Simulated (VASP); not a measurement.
# Yb2TaGa6 (Fm-3m) in VASP: single point with r2SCAN+U

Aim: the single point of Yb2TaGa6 with r2SCAN+U.

All numbers are computed with VASP 6.6.1; they aren't measurements. Logs are shortened: lines on timing, memory, paths and dates and some standing lists are left out, and cuts for length are marked.

### Step 1. The cell of the first run

The structure is cubic, space group Fm-3m (No. 225). Conventional cell: a = 8.745 Å, b = 8.745 Å, c = 8.745 Å, α = 90.00°, β = 90.00°, γ = 90.00°. Within 3.2 Å of Ta (site symmetry m-3m) lie 6 Ga at 2.46 Å. Ga (site symmetry 4mm) has 1 Ta at 2.46 Å and 4 Ga at 2.71 Å and 4 Yb at 3.10 Å within 3.2 Å. Within 4.1 Å of Yb (site symmetry -43m) lie 12 Ga at 3.10 Å and 4 Ta at 3.79 Å.

### Step 2. Single point, r2SCAN+U

Contents of POSCAR:

```
Yb2TaGa6
1.0
    0.0000000000      4.3723220000      4.3723220000
    4.3723220000      0.0000000000      4.3723220000
    4.3723220000      4.3723220000      0.0000000000
Ta Ga Yb
1 6 2
Direct
    0.5000000000      0.5000000000      0.5000000000
    0.7812000000      0.2188000000      0.2188000000
    0.2188000000      0.7812000000      0.2188000000
    0.2188000000      0.7812000000      0.7812000000
    0.7812000000      0.2188000000      0.7812000000
    0.2188000000      0.2188000000      0.7812000000
    0.7812000000      0.7812000000      0.2188000000
    0.2500000000      0.2500000000      0.2500000000
    0.7500000000      0.7500000000      0.7500000000
```

Contents of INCAR.step1:

```
PREC = Accurate
ENCUT = 520
ISMEAR = 0
SIGMA = 0.1375
LREAL = F
LASPH = T
NELM = 150
LMAXMIX = 6
LDAU = T
LDAUTYPE = 2
LDAUL = -1 -1 3
LDAUU = 0 0 6.95
LDAUJ = 0 0 0
NBANDS = 78
GGA = PE
ALGO = Normal
EDIFF = 1E-4
LWAVE = T
LCHARG = F
```

Contents of INCAR.step2:

```
PREC = Accurate
ENCUT = 520
EDIFF = 1E-7
ISMEAR = 0
SIGMA = 0.1375
LREAL = F
LASPH = T
NELM = 150
ALGO = Normal
ISIF = 2
LWAVE = F
LCHARG = T
LMAXMIX = 6
LDAU = T
LDAUTYPE = 2
LDAUL = -1 -1 3
LDAUU = 0 0 6.95
LDAUJ = 0 0 0
LDAUPRINT = 1
METAGGA = R2SCAN
LMIXTAU = T
LELF = T
LVHAR = T
NBANDS = 78
ISTART = 1
```

Contents of KPOINTS:

```
Automatic mesh
0
Gamma
  5 5 5
```

Potentials or basis: VASP PAW PBE potentials, release 64 (Ta_pv, Ga_d, Yb).

Started as:

```sh
> cat potpaw_PBE.64/Ta_pv/POTCAR potpaw_PBE.64/Ga_d/POTCAR potpaw_PBE.64/Yb/POTCAR > POTCAR
> cp INCAR.step1 INCAR
> mpirun -np 1 vasp_std > vasp.out
> cp INCAR.step2 INCAR
> mpirun -np 1 vasp_std > vasp.out
```

OUTCAR:

```text
PREC = Accurate
   ENCUT = 520
   EDIFF = 1E-7
   ISMEAR = 0
   LREAL = F
   LASPH = T
   NELM = 150
   ISIF = 2
   METAGGA = R2SCAN
   ISTART = 1

 ion  position               nearest neighbor table
   1  0.500  0.500  0.500-   2 2.46   3 2.46   4 2.46   5 2.46   6 2.46   7 2.46
   2  0.781  0.219  0.219-   1 2.46   3 2.71   5 2.71   6 2.71   7 2.71   9 3.10   9 3.10   8 3.10
                             8 3.10
   3  0.219  0.781  0.219-   1 2.46   2 2.71   4 2.71   6 2.71   7 2.71   9 3.10   9 3.10   8 3.10
                             8 3.10
   4  0.219  0.781  0.781-   1 2.46   3 2.71   5 2.71   6 2.71   7 2.71   9 3.10   9 3.10   8 3.10
                             8 3.10
   5  0.781  0.219  0.781-   1 2.46   2 2.71   4 2.71   6 2.71   7 2.71   9 3.10   9 3.10   8 3.10
                             8 3.10
   6  0.219  0.219  0.781-   1 2.46   2 2.71   3 2.71   4 2.71   5 2.71   9 3.10   9 3.10   8 3.10
                             8 3.10
   7  0.781  0.781  0.219-   1 2.46   2 2.71   3 2.71   4 2.71   5 2.71   9 3.10   9 3.10   8 3.10
                             8 3.10
   8  0.250  0.250  0.250-   2 3.10   5 3.10   7 3.10   3 3.10   4 3.10   7 3.10   4 3.10   5 3.10
                             6 3.10   2 3.10   3 3.10   6 3.10
   9  0.750  0.750  0.750-   4 3.10   5 3.10   7 3.10   2 3.10   3 3.10   7 3.10   2 3.10   5 3.10
                             6 3.10   3 3.10   4 3.10   6 3.10

  LATTYP: Found a face centered cubic cell.
 ALAT       =     8.7446440000

  Lattice vectors:

 A1 = (   0.0000000000,   4.3723220000,   4.3723220000)
 A2 = (   4.3723220000,   0.0000000000,   4.3723220000)
 A3 = (   4.3723220000,   4.3723220000,   0.0000000000)

Analysis of symmetry for initial positions (statically):
=====================================================================
 Subroutine PRICEL returns:
 Original cell was already a primitive cell.

 Routine SETGRP: Setting up the symmetry group for a
 face centered cubic supercell.

 Subroutine GETGRP returns: Found 48 space group operations
 (whereof 48 operations were pure point group operations)
 out of a pool of 48 trial point group operations.

The static configuration has the point symmetry O_h .

Analysis of symmetry for dynamics (positions and initial velocities):
=====================================================================
 Subroutine PRICEL returns:
 Original cell was already a primitive cell.

 Routine SETGRP: Setting up the symmetry group for a
 face centered cubic supercell.

 Subroutine GETGRP returns: Found 48 space group operations
 (whereof 48 operations were pure point group operations)
 out of a pool of 48 trial point group operations.

The dynamic configuration has the point symmetry O_h .

 Subroutine INISYM returns: Found 48 space group operations
 (whereof 48 operations are pure point group operations),
 and found     1 'primitive' translations

----------------------------------------------------------------------------------------

[... 172 lines left out ...]
  o =  0.9886  v =  0.0000  0.0000 -0.0000  0.0113 -0.6123  0.0000  0.7905  0.0000  0.0000  0.0000  0.0000  0.0000  0.0000  0.0000      0.0000  0.0000  0.0000  0.0000  0.0000  0.0000  0.0000  0.0000  0.0000  0.0000  0.0000  0.0000  0.0000  0.0000
  o =  0.9886  v =  0.0000  0.0000  0.0000  0.0000  0.0000  0.0000  0.0000  0.7906 -0.0000  0.6124 -0.0000 -0.0000 -0.0000  0.0000      0.0000  0.0000  0.0000  0.0000  0.0000  0.0000  0.0000  0.0000  0.0000  0.0000  0.0000  0.0000  0.0000  0.0000

atom =   9  type =  3  l = 3

 onsite density matrix

spin component  1

  0.9859 -0.0000  0.0035  0.0000 -0.0000 -0.0000  0.0000
 -0.0000  0.9812  0.0000 -0.0000 -0.0000  0.0000 -0.0000
  0.0035  0.0000  0.9841  0.0000 -0.0000  0.0000 -0.0000
  0.0000 -0.0000  0.0000  0.9886  0.0000 -0.0000  0.0000
 -0.0000 -0.0000 -0.0000  0.0000  0.9841  0.0000 -0.0035
 -0.0000  0.0000  0.0000 -0.0000  0.0000  0.9814 -0.0000
  0.0000 -0.0000 -0.0000  0.0000 -0.0035 -0.0000  0.9859

spin component  2

  0.9859 -0.0000  0.0035  0.0000 -0.0000 -0.0000  0.0000
 -0.0000  0.9812  0.0000 -0.0000 -0.0000  0.0000 -0.0000
  0.0035  0.0000  0.9841  0.0000 -0.0000  0.0000 -0.0000
  0.0000 -0.0000  0.0000  0.9886  0.0000 -0.0000  0.0000
 -0.0000 -0.0000 -0.0000  0.0000  0.9841  0.0000 -0.0035
 -0.0000  0.0000  0.0000 -0.0000  0.0000  0.9814 -0.0000
  0.0000 -0.0000 -0.0000  0.0000 -0.0035 -0.0000  0.9859

 occupancies and eigenvectors

  o =  0.9812  v =  0.0000  1.0000  0.0000 -0.0000  0.0000  0.0000  0.0000  0.0000  0.0000  0.0000  0.0000  0.0000  0.0000  0.0000      0.0000  0.0000  0.0000  0.0000  0.0000  0.0000  0.0000  0.0000  0.0000  0.0000  0.0000  0.0000  0.0000  0.0000
  o =  0.9812  v =  0.0000  0.0000  0.0000  0.0000  0.0000  0.0000  0.0000  0.0000  1.0000  0.0000 -0.0000  0.0000  0.0000  0.0000      0.0000  0.0000  0.0000  0.0000  0.0000  0.0000  0.0000  0.0000  0.0000  0.0000  0.0000  0.0000  0.0000  0.0000
  o =  0.9814  v =  0.0000  0.0000  0.0000  0.0000  0.0000  0.0000  0.0000  0.6124  0.0000 -0.7906 -0.0000  0.0000  0.0000 -0.0000      0.0000  0.0000  0.0000  0.0000  0.0000  0.0000  0.0000  0.0000  0.0000  0.0000  0.0000  0.0000  0.0000  0.0000
  o =  0.9814  v =  0.6124  0.0000 -0.7906 -0.0000  0.0000  0.0000 -0.0000  0.0000  0.0000  0.0000  0.0000  0.0000  0.0000  0.0000      0.0000  0.0000  0.0000  0.0000  0.0000  0.0000  0.0000  0.0000  0.0000  0.0000  0.0000  0.0000  0.0000  0.0000
  o =  0.9814  v =  0.0000  0.0000  0.0000 -0.0000 -0.7906  0.0038 -0.6124  0.0000  0.0000  0.0000  0.0000  0.0000  0.0000  0.0000      0.0000  0.0000  0.0000  0.0000  0.0000  0.0000  0.0000  0.0000  0.0000  0.0000  0.0000  0.0000  0.0000  0.0000
  o =  0.9814  v =  0.0000  0.0000  0.0000  0.0000  0.0000  0.0000  0.0000  0.0000  0.0000  0.0000 -0.0000 -0.7906  0.0038 -0.6124      0.0000  0.0000  0.0000  0.0000  0.0000  0.0000  0.0000  0.0000  0.0000  0.0000  0.0000  0.0000  0.0000  0.0000
  o =  0.9814  v =  0.0000  0.0000 -0.0000 -0.0000 -0.0030 -1.0000 -0.0023  0.0000  0.0000  0.0000  0.0000  0.0000  0.0000  0.0000      0.0000  0.0000  0.0000  0.0000  0.0000  0.0000  0.0000  0.0000  0.0000  0.0000  0.0000  0.0000  0.0000  0.0000
  o =  0.9814  v =  0.0000  0.0000  0.0000  0.0000  0.0000  0.0000  0.0000  0.0000  0.0000 -0.0000 -0.0000 -0.0030 -1.0000 -0.0023      0.0000  0.0000  0.0000  0.0000  0.0000  0.0000  0.0000  0.0000  0.0000  0.0000  0.0000  0.0000  0.0000  0.0000
  o =  0.9886  v =  0.0000  0.0000  0.0000  0.0000  0.0000  0.0000  0.0000  0.0000 -0.0000  0.0000 -0.9999 -0.0083  0.0000  0.0107      0.0000  0.0000  0.0000  0.0000  0.0000  0.0000  0.0000  0.0000  0.0000  0.0000  0.0000  0.0000  0.0000  0.0000
  o =  0.9886  v =  0.0000 -0.0000  0.0000 -0.9999 -0.0083  0.0000  0.0107  0.0000  0.0000  0.0000  0.0000  0.0000  0.0000  0.0000      0.0000  0.0000  0.0000  0.0000  0.0000  0.0000  0.0000  0.0000  0.0000  0.0000  0.0000  0.0000  0.0000  0.0000
  o =  0.9886  v = -0.7906  0.0000 -0.6124 -0.0000  0.0000  0.0000 -0.0000  0.0000  0.0000  0.0000  0.0000  0.0000  0.0000  0.0000      0.0000  0.0000  0.0000  0.0000  0.0000  0.0000  0.0000  0.0000  0.0000  0.0000  0.0000  0.0000  0.0000  0.0000
  o =  0.9886  v =  0.0000  0.0000  0.0000  0.0000  0.0000  0.0000  0.0000 -0.7906  0.0000 -0.6124 -0.0000  0.0000  0.0000 -0.0000      0.0000  0.0000  0.0000  0.0000  0.0000  0.0000  0.0000  0.0000  0.0000  0.0000  0.0000  0.0000  0.0000  0.0000
  o =  0.9886  v =  0.0000  0.0000 -0.0000  0.0136 -0.6123  0.0000  0.7905  0.0000  0.0000  0.0000  0.0000  0.0000  0.0000  0.0000      0.0000  0.0000  0.0000  0.0000  0.0000  0.0000  0.0000  0.0000  0.0000  0.0000  0.0000  0.0000  0.0000  0.0000
  o =  0.9886  v =  0.0000  0.0000  0.0000  0.0000  0.0000  0.0000  0.0000  0.0000  0.0000 -0.0000  0.0136 -0.6123  0.0000  0.7905      0.0000  0.0000  0.0000  0.0000  0.0000  0.0000  0.0000  0.0000  0.0000  0.0000  0.0000  0.0000  0.0000  0.0000

 number of electron     136.9999926 magnetization

 Free energy of the ion-electron system (eV)
  ---------------------------------------------------
  ext. energy  EPLUGINS =         0.00000000
  ---------------------------------------------------
  free energy    TOTEN  =      -189.96228038 eV

  energy without entropy =     -189.92879276  energy(sigma->0) =     -189.94553657

 E-fermi :   4.6522     XC(G=0): -12.5901

 val. band max:        4.6133502621   @ k =   0.4000   0.2000   0.0000
 cond. band min:       4.7037568374   @ k =  -0.2000   0.2000   0.0000
 fundamental gap:      0.0904065753
 Fermi energy:         4.6522245481

 k-point     1 :       0.0000    0.0000    0.0000
  band No.  band energies     occupation
      1     -46.5782      2.00000
      2     -46.5764      2.00000
      3     -30.2057      2.00000
      4     -30.2057      2.00000
      5     -30.2057      2.00000
      6     -18.5701      2.00000
[... 799 lines left out ...]
     77       9.3742      0.00000
     78       9.5220      0.00000

------------------------ aborting loop because EDIFF is reached ----------------------------------------

  FORCE on cell =-STRESS in cart. coord.  units (eV):
  Direction    XX          YY          ZZ          XY          YZ          ZX
  --------------------------------------------------------------------------------------
  -------------------------------------------------------------------------------------
  Total        8.0438506      8.0438506      8.0438506      0.0000000      0.0000000      0.0000000
  in kB       77.0917965     77.0917965     77.0917965      0.0000000      0.0000000      0.0000000
  external PRESSURE =      77.0917965 kB  Pullay stress =       0.0000000 kB

 VOLUME and BASIS-vectors are now :
 -----------------------------------------------------------------------------
  energy-cutoff  :      520.00
  volume of cell :      167.17
      direct lattice vectors                 reciprocal lattice vectors
     0.000000000  4.372322000  4.372322000    -0.114355713  0.114355713  0.114355713
     4.372322000  0.000000000  4.372322000     0.114355713 -0.114355713  0.114355713
     4.372322000  4.372322000  0.000000000     0.114355713  0.114355713 -0.114355713

 POSITION                                       TOTAL-FORCE (eV/Angst)
 -----------------------------------------------------------------------------------
      4.37232      4.37232      4.37232        -0.000000     -0.000000     -0.000000
      1.91333      4.37232      4.37232        -1.194740     -0.000000     -0.000000
      4.37232      1.91333      4.37232        -0.000000     -1.194740     -0.000000
      6.83132      4.37232      4.37232         1.194740     -0.000000     -0.000000
      4.37232      6.83132      4.37232        -0.000000      1.194740     -0.000000
      4.37232      4.37232      1.91333        -0.000000     -0.000000     -1.194740
      4.37232      4.37232      6.83132        -0.000000     -0.000000      1.194740
      2.18616      2.18616      2.18616        -0.000000     -0.000000     -0.000000
      6.55848      6.55848      6.55848        -0.000000     -0.000000     -0.000000
 -----------------------------------------------------------------------------------
    total drift:                               -0.000000     -0.000000      0.000000

  FREE ENERGIE OF THE ION-ELECTRON SYSTEM (eV)
  ---------------------------------------------------
  free  energy   TOTEN  =      -189.9622803838 eV

  energy  without entropy=     -189.9287927573  energy(sigma->0) =     -189.94553657
```

It took 27 min on 1 thread of Intel Xeon Platinum 8259CL at 2.50GHz (Skylake/Cascade Lake), shared host; peak memory 0.44 GiB.

What came out:

```yaml
Free_energy: -189.9623 eV
Pressure: 7.7 GPa
Largest_force: 1.195 eV/Å
Band_gap_on_the_k_mesh: zero (an odd number of electrons rules out a gap without spin polarisation)
```

Forces on the atoms (eV/Å):
```
Ta   0.000  0.000  0.000
Ga  -1.195  0.000  0.000
Ga   0.000 -1.195  0.000
Ga   1.195  0.000  0.000
Ga   0.000  1.195  0.000
Ga   0.000  0.000 -1.195
Ga   0.000  0.000  1.195
Yb   0.000  0.000  0.000
Yb   0.000  0.000  0.000
```

Levels at points of the mesh, in eV from the Fermi level:
```
           k point  band 66  band 67  band 68  band 69  band 70  band 71
(0.00, 0.00, 0.00)    -0.70    -0.70    -0.70     2.22     2.22     2.22
```

Eigenvalues of the final occupation matrices:
```csv
site,spin,trace,eigenvalues
site 8 f,1,6.89,0.98 0.98 0.98 0.98 0.99 0.99 0.99
site 8 f,2,6.89,0.98 0.98 0.98 0.98 0.99 0.99 0.99
site 9 f,1,6.89,0.98 0.98 0.98 0.98 0.99 0.99 0.99
site 9 f,2,6.89,0.98 0.98 0.98 0.98 0.99 0.99 0.99
```

Caveat: the cell stands under pressure; the PAW data sets were made with another functional, which shifts forces and pressure a little; spin-orbit coupling is left out, which moves the levels of the heavy elements; U without spin polarisation on a metal has little footing. Spin polarisation is off, so any magnetic state and its effect on volume and gap are missing.

The gap in the log of VASP goes by the Fermi energy; the results here count the filled bands.